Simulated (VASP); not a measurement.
# ScB63N64 (a cell with a defect) in VASP: single point with PBE

Aim: the single point of ScB63N64 (a cell with a defect) with PBE.

All numbers are computed with VASP 6.6.1; they aren't measurements. Logs are shortened: lines on timing, memory, paths and dates and some standing lists are left out, and cuts for length are marked.

### Step 1. The cell of the first run

The cell holds a defect, 128 atoms: a = 10.251 Å, b = 10.251 Å, c = 10.251 Å, α = 60.00°, β = 60.00°, γ = 60.00°.

### Step 2. Single point, PBE, collinear spin

File INCAR:

```
ALGO = Normal ; EDIFF = 1E-6
ENCUT = 520 ; GGA = PE
GGA_COMPAT = F ; ISIF = 2
ISMEAR = 0 ; ISPIN = 2
LASPH = T ; LCHARG = F
LMAXMIX = 4 ; LORBIT = 11
LREAL = Auto ; LWAVE = F
MAGMOM = 0 0 0 0 0 0 0 0 0 0 0 0 0 0 0 0 0 0 0 0 0 0 0 0 0 0 0 0 0 0 0 0 0 0 0 0 0 0 0 0 0 0 0 0 0 0 0 0 0 0 0 0 0 0 0 0 0 0 0 0 0 0 0 0.01 0.01 0.01 0.01 0.01 0.01 0.01 0.01 0.01 0.01 0.03 0.03 0.01 0.01 0.03 0.01 0.01 0.01 0.01 0.01 0.01 0.01 0.01 0.01 0.01 0.01 0.07 0.01 0.01 0.01 0.01 0.01 0.01 0.01 0.02 0.02 0.01 0.01 0.04 0.01 0.01 0.01 0 0.01 0.01 0.01 0.01 0.01 0.01 0.01 0.03 0.01 0.01 0.01 0.01 0.01 0.01 0.01 0.01 0.01 0.01 0.01 0.02 0.02 0.03 ; NBANDS = 334
NCORE = 4 ; NELECT = 519.0
NELM = 200 ; NUPDOWN = 1.0
PREC = Accurate ; SIGMA = 0.01
```

File KPOINTS:

```
Automatic mesh
0
Gamma
  1 1 1
  0.25 0.25 0.25
```

File POSCAR:

```
ScB63N64
1.0
    0.0000000000      7.2482207700      7.2482207700
    7.2482207700      0.0000000000      7.2482207700
    7.2482207700      7.2482207700      0.0000000000
B N Sc
63 64 1
Direct
   -0.0000602490      0.0000194054     -0.0000114361
    0.0000757643      0.0001541201      0.2497737131
    0.0003089111      0.0007018682      0.4994614584
   -0.0000276999      0.0001661619      0.7499693444
    0.0000661897      0.2498652830      0.0000916047
    0.0006122269      0.2498864199      0.2496773475
[... 120 lines left out ...]
    0.8115773995      0.8123887498      0.8131302359
    0.4939540501      0.4974515816      0.5020094211
```

Potentials or basis: VASP PAW PBE potentials, release 64 (B, N, Sc_sv).

Command:

```console
cat potpaw_PBE.64/B/POTCAR potpaw_PBE.64/N/POTCAR potpaw_PBE.64/Sc_sv/POTCAR > POTCAR
mpirun -np 4 vasp_std > vasp.out
```

OUTCAR:

```text
EDIFF = 1E-6
   ENCUT = 520
   GGA = PE
   ISIF = 2
   ISMEAR = 0
   ISPIN = 2
   LASPH = T
   LORBIT = 11
   LREAL = Auto
   NELECT = 519.0
   NELM = 200
   NUPDOWN = 1.0
   PREC = Accurate

 ion  position               nearest neighbor table
   1  1.000  0.000  1.000-  67 1.57  76 1.57  64 1.57 112 1.57
   2  0.000  0.000  0.250-  64 1.57  77 1.57  65 1.57 113 1.57
   3  0.000  0.001  0.499-  78 1.54 114 1.54  65 1.57  66 1.57
   4  1.000  0.000  0.750-  66 1.57  67 1.57  79 1.57 115 1.57
   5  0.000  0.250  0.000-  71 1.57  64 1.57  68 1.57 116 1.57
   6  0.001  0.250  0.250-  68 1.56  65 1.57  69 1.57 117 1.57
[... 18 lines left out ...]
  25  0.250  0.500  0.000-  88 1.57  72 1.57  84 1.57  91 1.57
  26  0.250  0.500  0.250-  88 1.56  85 1.57  73 1.57  89 1.58
  27  0.241  0.503  0.502-  90 1.53  74 1.55  89 1.58  86 1.59 128 2.57
  28  0.241  0.502  0.755-  90 1.52  75 1.55  91 1.58  87 1.59 128 2.59
  29  0.250  0.750  0.000-  95 1.57  88 1.57  92 1.57  76 1.57
  30  0.250  0.751  0.250-  92 1.57  93 1.57  89 1.57  77 1.57
  31  0.242  0.756  0.501-  90 1.51  78 1.55  94 1.58  93 1.58 128 2.62
  32  0.249  0.750  0.750-  94 1.57  91 1.57  95 1.57  79 1.57
  33  0.500  1.000  0.000-  99 1.53 108 1.53  96 1.57  80 1.57
  34  0.500  0.000  0.250-  96 1.56  97 1.57  81 1.57 109 1.57
  35  0.500  1.000  0.500-  98 1.54 110 1.54  97 1.57  82 1.57
  36  0.500  0.998  0.751- 111 1.56  83 1.57  98 1.57  99 1.57
  37  0.500  0.250  0.000-  96 1.57 100 1.57  84 1.57 103 1.57
  38  0.500  0.250  0.250- 100 1.56  97 1.57  85 1.57 101 1.58
  39  0.503  0.242  0.501- 102 1.52  98 1.54 101 1.58  86 1.60 128 2.58
  40  0.503  0.242  0.754- 102 1.52  99 1.54 103 1.58  87 1.60 128 2.60
  41  0.500  0.500  1.000- 107 1.53 104 1.54 100 1.57  88 1.57
  42  0.503  0.502  0.242- 105 1.52 104 1.53 101 1.59  89 1.60 128 2.60
[... 83 lines left out ...]
 126  0.812  0.812  0.563-  50 1.56  62 1.56  15 1.56  63 1.57
 127  0.812  0.812  0.813-  60 1.55  51 1.56  16 1.56  63 1.57
 128  0.494  0.497  0.502- 102 1.88  90 1.89 105 1.89 106 1.90  27 2.57  39 2.58  28 2.59  42 2.60
                            40 2.60  31 2.62  43 2.64  45 2.64  54 2.65  46 2.66  57 2.66  58 2.68

  LATTYP: Found a face centered cubic cell.
 ALAT       =    14.4964415400

  Lattice vectors:

 A1 = (   0.0000000000,   7.2482207700,   7.2482207700)
 A2 = (   7.2482207700,   0.0000000000,   7.2482207700)
 A3 = (   7.2482207700,   7.2482207700,   0.0000000000)

Analysis of symmetry for initial positions (statically):
=====================================================================
 Subroutine PRICEL returns:
 Original cell was already a primitive cell.

 Routine SETGRP: Setting up the symmetry group for a
 face centered cubic supercell.

 Subroutine GETGRP returns: Found  1 space group operations
 (whereof  1 operations were pure point group operations)
 out of a pool of 48 trial point group operations.

The static configuration has the point symmetry C_1 .

Analysis of symmetry for dynamics (positions and initial velocities):
=====================================================================
 Subroutine PRICEL returns:
 Original cell was already a primitive cell.

 Routine SETGRP: Setting up the symmetry group for a
 face centered cubic supercell.

 Subroutine GETGRP returns: Found  1 space group operations
 (whereof  1 operations were pure point group operations)
 out of a pool of 48 trial point group operations.

The dynamic configuration has the point symmetry C_1 .

Analysis of structural, dynamic, and magnetic symmetry:
=====================================================================
 Subroutine PRICEL returns:
 Original cell was already a primitive cell.

 Routine SETGRP: Setting up the symmetry group for a
 face centered cubic supercell.

 Subroutine GETGRP returns: Found  1 space group operations
 (whereof  1 operations were pure point group operations)
 out of a pool of 48 trial point group operations.

The overall configuration has the point symmetry C_1 .

 Subroutine INISYM returns: Found  1 space group operations
 (whereof  1 operations are pure point group operations),
 and found     1 'primitive' translations

----------------------------------------------------------------------------------------

                                     Primitive cell

  volume of cell :     761.5953

  direct lattice vectors                    reciprocal lattice vectors
     0.000000000  7.248220770  7.248220770    -0.068982446  0.068982446  0.068982446
     7.248220770  0.000000000  7.248220770     0.068982446 -0.068982446  0.068982446
     7.248220770  7.248220770  0.000000000     0.068982446  0.068982446 -0.068982446

  length of vectors
    10.250532116 10.250532116 10.250532116     0.119481102  0.119481102  0.119481102

  position of ions in fractional coordinates (direct lattice)
     0.999939751  0.000019405  0.999988564
     0.000075764  0.000154120  0.249773713
     0.000308911  0.000701868  0.499461458
     0.999972300  0.000166162  0.749969344
     0.000066190  0.249865283  0.000091605
     0.000612227  0.249886420  0.249677347
[... 120 lines left out ...]
     0.811577400  0.812388750  0.813130236
     0.493954050  0.497451582  0.502009421

  ion indices of the primitive-cell ions
   primitive index   ion index
                 1           1
                 2           2
                 3           3
                 4           4
                 5           5
                 6           6
[... 66 lines left out ...]
                73          73
                74          74
   k-points           NKPTS =      4   k-points in BZ     NKDIM =      4   number of bands    NBANDS=    334
   number of dos      NEDOS =    301   number of ions     NIONS =    128
   total plane-waves  NPLWV = 512000
   dimension x,y,z NGX =    80 NGY =   80 NGZ =   80
   dimension x,y,z NGXF=   160 NGYF=  160 NGZF=  160
   ions per type =              63  64   1
   NGX,Y,Z   is equivalent  to a cutoff of  12.97, 12.97, 12.97 a.u.
   NGXF,Y,Z  is equivalent  to a cutoff of  25.95, 25.95, 25.95 a.u.
 SYSTEM =  unknown system
   PREC   = accura    normal or accurate (medium, high low for compatibility)
   ISTART =      0    job   : 0-new  1-cont  2-samecut
   ICHARG =      2    charge: 1-file 2-atom 10-const
   ISPIN  =      2    spin polarized calculation?
   LNONCOLLINEAR =      F non collinear calculations
   LSORBIT =      F    spin-orbit coupling
   LASPH  =      T    aspherical Exc in radial PAW
   ENCUT  =  520.0 eV  38.22 Ry    6.18 a.u.  19.06 19.06 19.06*2*pi/ulx,y,z
   NELM   =    200;   NELMIN=  2; NELMDL= -5     # of ELM steps
   EDIFF  = 0.1E-05   stopping-criterion for ELM
   LREAL  =      T    real-space projection
   EDIFFG = 0.1E-04   stopping-criterion for IOM
   NSW    =      0    number of steps for IOM
   IBRION =     -1    ionic relax: 0-MD 1-quasi-New 2-CG
   NFREE  =      0    steps in history (QN), initial steepest desc. (CG)
   ISIF   =      2    stress and relaxation
   ISYM   =      2    0-nonsym 1-usesym 2-fastsym
   POTIM  = 0.5000    time-step for ionic-motion
   TEBEG  =    0.0;   TEEND  =   0.0 temperature during run
   PSTRESS=    0.0 pullay stress
   NELECT =     519.0000    total number of electrons
   NUPDOWN=       1.0000    fix difference up-down
   EMIN   =  10.00;   EMAX   =-10.00  energy-range for DOS
   EFERMI =   0.00;   METHOD = LEGACY
   ISMEAR =     0;   SIGMA  =   0.01  broadening in eV -4-tet -1-fermi 0-gaus
   EFERMI_NEDOS =   21; number of points for ismear=-14 and -15
   IALGO  =     38    algorithm
   IMIX   =      4    mixing-type and parameters
     AMIX     =   0.40;   BMIX     =  1.00
     AMIX_MAG =   1.60;   BMIX_MAG =  1.00
  volume/ion in A,a.u.               =       5.95        40.15
  Fermi-wavevector in a.u.,A,eV,Ry     =   1.440641  2.722417 28.238177  2.075447
  Thomas-Fermi vector in A             =   2.559363
   LORBIT       =     11    0 simple, 1 ext, 2 COOP (PROOUT), +10 PAW based schemes
   GGA     = PE    functional components
   LHFCALC =     F    Hartree Fock is set to
   AEXX    =    0.0000 exact exchange contribution
   IVDW    =     0    specifies the selected vdW correction
   LEPSILON=     F    determine dielectric tensor
   LRPA    =     F    only Hartree local field effects (RPA)
 spin polarized calculation
 Gauss-broadening in eV      SIGMA  =   0.01
  energy-cutoff  :      520.00
  volume of cell :      761.60
 maximum number of plane-waves:     20488
 NGX is ok and might be reduce to    80
   NGX = 39   NGY = 39   NGZ = 39

 number of electron     518.9999961 magnetization       1.0000200

 Free energy of the ion-electron system (eV)
  ---------------------------------------------------
  ext. energy  EPLUGINS =         0.00000000
  ---------------------------------------------------
  free energy    TOTEN  =     -1115.50783753 eV

  energy without entropy =    -1115.50731820  energy(sigma->0) =    -1115.50757787

 E-fermi :   7.3502     XC(G=0): -12.8130

 val. band max:        7.3488393495   @ k =   0.0000   0.0000  -0.2500
 cond. band min:       7.3603518137   @ k =   0.2500   0.0000   0.0000
 fundamental gap:      0.0115124642
 Fermi energy:         7.4579308108

 spin component 1

 k-point     1 :       0.2500    0.2500    0.2500
  band No.  band energies     occupation
      1     -39.2454      1.00000
      2     -18.5002      1.00000
      3     -18.4483      1.00000
      4     -18.4012      1.00000
      5     -12.6772      1.00000
      6     -11.9354      1.00000
[... 1085 lines left out ...]
    270      13.9835      0.00000
    271      13.9937      0.00000
 Fermi energy:         7.3502351485

 spin component 2

 k-point     1 :       0.2500    0.2500    0.2500
  band No.  band energies     occupation
      1     -39.2058      1.00000
      2     -18.4367      1.00000
      3     -18.4059      1.00000
      4     -18.3783      1.00000
      5     -12.6625      1.00000
      6     -11.9205      1.00000
[... 1085 lines left out ...]
    270      13.9873      0.00000
    271      13.9968      0.00000
 [bands above 271 left out]

------------------------ aborting loop because EDIFF is reached ----------------------------------------

  FORCE on cell =-STRESS in cart. coord.  units (eV):
  Direction    XX          YY          ZZ          XY          YZ          ZX
  --------------------------------------------------------------------------------------
  -------------------------------------------------------------------------------------
  Total       23.5562492     23.6418343     23.1205688     -1.0248124     -0.7719409     -0.9468388
  in kB       49.5555713     49.7356178     48.6390251     -2.1559104     -1.6239415     -1.9918765
  external PRESSURE =      49.3100714 kB  Pullay stress =       0.0000000 kB

 VOLUME and BASIS-vectors are now :
 -----------------------------------------------------------------------------
  energy-cutoff  :      520.00
  volume of cell :      761.60
      direct lattice vectors                 reciprocal lattice vectors
     0.000000000  7.248220770  7.248220770    -0.068982446  0.068982446  0.068982446
     7.248220770  0.000000000  7.248220770     0.068982446 -0.068982446  0.068982446
     7.248220770  7.248220770  0.000000000     0.068982446  0.068982446 -0.068982446

 POSITION                                       TOTAL-FORCE (eV/Angst)
 -----------------------------------------------------------------------------------
      7.24828     14.49592      7.24792         0.029292      0.004000     -0.000108
      1.81153      1.81096      0.00167         0.028926      0.009337     -0.003636
      3.62529      3.62245      0.00733         0.032723      0.010343     -0.056512
      5.43715     12.68396      7.24922         0.024787      0.009549      0.010701
      1.81174      0.00114      1.81156         0.022083     -0.000323      0.000502
      3.62095      1.81415      1.81567         0.033988      0.008203     -0.000304
[... 120 lines left out ...]
     11.78212     11.77624     11.77087        -0.034412      0.006389      0.015506
      7.24431      7.21896      7.18593         0.134012      0.128149      0.153834
 -----------------------------------------------------------------------------------
    total drift:                               -0.002768     -0.001951     -0.008343

  FREE ENERGIE OF THE ION-ELECTRON SYSTEM (eV)
  ---------------------------------------------------
  free  energy   TOTEN  =     -1115.5078375320 eV

  energy  without entropy=    -1115.5073182044  energy(sigma->0) =    -1115.50757787

 total charge

# of ion       s       p       d       tot
------------------------------------------
    1        0.672   1.350   0.000   2.022
    2        0.672   1.350   0.000   2.023
    3        0.684   1.393   0.000   2.077
    4        0.672   1.350   0.000   2.023
    5        0.672   1.350   0.000   2.022
    6        0.672   1.350   0.000   2.022
[... 120 lines left out ...]
  127        1.214   2.769   0.000   3.982
  128        2.396   6.400   1.843  10.639
--------------------------------------------------
tot        122.558 268.754   1.843 393.155

 magnetization (x)

# of ion       s       p       d       tot
------------------------------------------
    1       -0.000   0.000   0.000  -0.000
    2       -0.000   0.000   0.000  -0.000
    3       -0.000   0.004   0.000   0.003
    4       -0.000   0.000   0.000  -0.000
    5       -0.000   0.000   0.000  -0.000
    6       -0.000   0.000   0.000   0.000
[... 120 lines left out ...]
  127        0.000   0.017   0.000   0.017
  128       -0.000   0.009   0.059   0.068
--------------------------------------------------
tot          0.005   0.800   0.059   0.864
```

Run time: 26 min. Hardware: 4 MPI ranks of Intel Xeon 6975P-C (Granite Rapids), shared host; peak memory 0.68 GiB.

What came out:

* Free energy: -1115.5078 eV
* Largest force: 0.241 eV/Å
* Net moment: 1.00 μB per cell
* Site moments: B -0.00, +0.00 (each value once); N +0.01, +0.03, +0.07, +0.02, +0.04 (each value once); Sc +0.07 μB
* Valence electrons inside the program's atomic spheres: B 2.02, 2.08, 2.07, 2.03, 2.05, 2.06 (each value once); N 3.97, 3.98, 3.94, 3.95, 4.06, 3.99, 4.07, 3.96 (each value once); Sc 10.64

Forces on the atoms (eV/Å):
```
B    0.029  0.004  0.000
B    0.029  0.009 -0.004
B    0.033  0.010 -0.057
B    0.025  0.010  0.011
B    0.022  0.000  0.001
B    0.034  0.008  0.000
B    0.034  0.016  0.022
B    0.035  0.009  0.006
B    0.024 -0.009  0.009
B    0.034  0.021  0.016
B    0.031  0.008 -0.002
B    0.015  0.003  0.009
B    0.025  0.010  0.011
B    0.036  0.013  0.005
B    0.031  0.026 -0.015
B   -0.002 -0.009 -0.009
B    0.025 -0.005 -0.009
B    0.027  0.015 -0.011
B    0.031  0.015  0.018
B    0.030  0.005  0.002
B    0.020 -0.006  0.013
B    0.035  0.015  0.013
B    0.047  0.022 -0.001
B    0.024 -0.012 -0.002
B    0.027  0.022  0.008
B    0.040  0.010  0.007
B    0.070  0.023 -0.021
B    0.032 -0.042 -0.049
B    0.028  0.009 -0.005
B    0.030  0.008 -0.022
B    0.047 -0.029 -0.059
B    0.023  0.011  0.005
B    0.088  0.002  0.000
B    0.047  0.008  0.006
B    0.038 -0.027 -0.004
B    0.044 -0.029 -0.014
B    0.050  0.004  0.005
B    0.044  0.003 -0.002
B    0.090 -0.009 -0.023
B    0.063 -0.008 -0.039
B    0.035  0.001 -0.028
B    0.084  0.013 -0.031
B    0.029  0.001 -0.082
B    0.033 -0.008 -0.031
B    0.092 -0.011  0.002
B    0.021 -0.091  0.008
B    0.044  0.000 -0.006
B    0.034  0.007  0.009
B    0.040  0.005  0.001
B    0.045  0.005 -0.025
B    0.025 -0.009 -0.004
B    0.040  0.001 -0.003
B    0.035 -0.002 -0.013
B    0.025  0.026 -0.019
B    0.041  0.011  0.008
B    0.033 -0.017 -0.011
B    0.033  0.032  0.026
B   -0.053 -0.004  0.014
B    0.036  0.011  0.001
B    0.035  0.004 -0.001
B    0.037  0.010  0.018
B    0.033  0.001  0.009
B    0.027 -0.011 -0.018
N   -0.031 -0.004  0.003
N   -0.034 -0.009  0.013
N   -0.028 -0.011 -0.007
N   -0.031 -0.005 -0.002
N   -0.028 -0.002  0.004
N   -0.030 -0.011 -0.011
N   -0.039 -0.003 -0.005
N   -0.031  0.002 -0.004
N   -0.030 -0.013 -0.013
N   -0.038 -0.014  0.000
N   -0.051 -0.007  0.008
N   -0.018  0.046  0.003
N   -0.031 -0.008 -0.001
N   -0.038 -0.013  0.003
N   -0.023 -0.007  0.063
N   -0.022 -0.002 -0.005
N   -0.042  0.004  0.014
N   -0.032 -0.007 -0.005
N   -0.029 -0.007 -0.001
N   -0.026  0.006  0.006
N   -0.030 -0.006 -0.002
N   -0.045 -0.012  0.001
N   -0.044  0.003  0.015
N   -0.027  0.030  0.005
N   -0.031 -0.013 -0.002
N   -0.047 -0.007  0.018
N   -0.131 -0.010 -0.068
N   -0.032 -0.003  0.013
N   -0.027  0.000  0.016
N   -0.044 -0.014  0.045
N   -0.031  0.014  0.009
N   -0.033 -0.005  0.007
N   -0.049 -0.012 -0.012
N   -0.043 -0.005 -0.001
N   -0.050  0.036  0.006
N   -0.043 -0.004  0.021
N   -0.044 -0.004 -0.002
N   -0.051 -0.007  0.007
N   -0.071 -0.021 -0.158
N   -0.038 -0.014  0.000
N   -0.060 -0.016  0.070
N   -0.109 -0.146  0.038
N    0.028  0.060  0.090
N   -0.030  0.001  0.037
N   -0.057  0.020 -0.007
N   -0.032 -0.001 -0.023
N   -0.035  0.034 -0.004
N   -0.041  0.007  0.013
N   -0.036 -0.005 -0.001
N   -0.036 -0.009  0.002
N   -0.035 -0.002  0.032
N   -0.026 -0.007 -0.007
N   -0.031  0.000  0.006
N   -0.051 -0.006  0.020
N   -0.017 -0.022  0.001
N   -0.039 -0.007  0.003
N   -0.019  0.003 -0.014
N   -0.022 -0.002 -0.034
N   -0.011 -0.007 -0.008
N   -0.034 -0.003  0.006
N   -0.028 -0.006 -0.009
N   -0.039 -0.007 -0.003
N   -0.038 -0.003  0.003
N   -0.034  0.006  0.016
Sc   0.134  0.128  0.154
```

Caveat: the k points lie up to 0.38 Å⁻¹ apart; the cell carries a net charge on a neutralising background, which shifts energy and pressure; the cell is charged against a uniform background, so pressure and absolute levels hang on convention; the total moment is fixed, so each spin has its own Fermi level and the state may be an excited one.
